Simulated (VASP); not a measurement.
Crystal: TaN.

```
Ta N
1.0
     2.88918    0.00000    0.00000
    -1.44459    2.50210    0.00000
     0.00000    0.00000    5.86002
Ta N
2 2
Direct
  0.00000 0.00000 0.00000
  0.00000 0.00000 0.50000
  0.33333 0.66667 0.25000
  0.66667 0.33333 0.75000
```

Base run:

* Program: VASP 6.6.1
* Functional: PBEsol
* Potentials or basis: VASP PAW PBE potentials, release 64 (Ta_sv_GW, N)
* Cutoff: 600 eV
* k mesh: 15 × 15 × 8
* Occupations: gaussian, width 0.15 eV
* Spin: no spin polarisation

Its results: band gap on the k mesh zero (band 18 reaches 13.11 eV, above the bottom of band 19 at 12.12 eV); pressure 0.2 GPa.

The run is repeated on the same cell with these changes: potentials or basis from VASP PAW PBE potentials, release 64 (Ta_sv_GW, N) to VASP PAW PBE potentials, release 64 (Ta_pv, N); cutoff from 600 eV to 520 eV; further incar settings from ALGO = Normal; EDIFF = 1e-06; NBANDS = 26 to ALGO = Normal; EDIFF = 1e-07; NBANDS = 24; valence electrons from 36 to 32. What comes out?

Band gap on the k mesh zero (band 16 reaches 8.83 eV, above the bottom of band 17 at 7.85 eV); pressure 1.1 GPa.

Caveats: the PAW data sets were made with another functional, which shifts forces and pressure a little; spin-orbit coupling is left out, which moves the levels of the heavy elements.
